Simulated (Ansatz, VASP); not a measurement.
**Two plane-wave programs on Ga**

```
Ga
1.0
    -1.36188    1.36188    2.22900
     1.36188   -1.36188    2.22900
     1.36188    1.36188   -2.22900
Ga
1
Cartesian
  0.0000 0.0000 0.0000
```

Change from the starting cell: strain -0.030 along x and y, +0.000 along z, atoms carried along.

Alike in both runs: task single point; functional PBEsol; k mesh 24 × 24 × 24; occupations gaussian, width 0.15 eV; no spin polarisation.

|  | VASP | Ansatz |
| --- | --- | --- |
| version | VASP 6.6.1 | Ansatz 0.2.0 |
| potentials or method | VASP PAW PBE potentials, release 64 (Ga_d), cutoff 520 eV | scalar-relativistic, plane waves, PAW |
| valence electrons in the cell | 13 | 13 |

VASP gave:

- gap on the k mesh at the Fermi level (eV): none
- pressure (GPa): 5.0
- traceless stress, the component that is largest in VASP (GPa): -0.74

Problem. What did Ansatz give for the same quantities?

Solution. gap on the k mesh at the Fermi level (eV): none; pressure (GPa): 4.9; traceless stress, the component that is largest in VASP (GPa): -0.73.

VASP's potentials were made for PBE, not for PBEsol. A gap of «none» marks a metal or a gap that the smearing closes.
